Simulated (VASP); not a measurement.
A run of VASP 6.6.1:

File INCAR:

```
SYSTEM = SiNi3
PREC = Accurate
ENCUT = 600
EDIFF = 1E-6
ISMEAR = 0
SIGMA = 0.1
LREAL = .False.
LASPH = .True.
NELM = 80
ALGO = Fast
ISIF = 3
LWAVE = .False.
LCHARG = .False.
GGA = PS
IBRION = 2
NSW = 70
EDIFFG = -0.008
PSTRESS = 50.0
```

Contents of KPOINTS:

```
Automatic mesh
0
Gamma
  12 12 12
  0 0 0
```

Contents of POSCAR:

```
SiNi3
1.0
    3.4379019126      0.0000000000      0.0000000000
    0.0000000000      3.4379019126      0.0000000000
    0.0000000000      0.0000000000      3.4379019126
Si Ni
1 3
Direct
    0.0000000000      0.0000000000      0.0000000000
    0.0000000000      0.5000000000      0.5000000000
    0.5000000000      0.0000000000      0.5000000000
    0.5000000000      0.5000000000      0.0000000000
```

Potentials or basis: VASP PAW PBE potentials, release 64 (Si, Ni).

Run with:

```bash
$ cat potpaw_PBE.64/Si/POTCAR potpaw_PBE.64/Ni/POTCAR > POTCAR
$ mpirun -np 1 vasp_std > vasp.out
```

Hardware: 1 thread of AMD EPYC 7R13 (shared host).

How long does it take, and how much memory?

Wall time 3.1 min on 1 thread of AMD EPYC 7R13, on a shared host, peak memory 0.18 GiB. Counts: scf iterations 16, k points 84, ion steps 1.
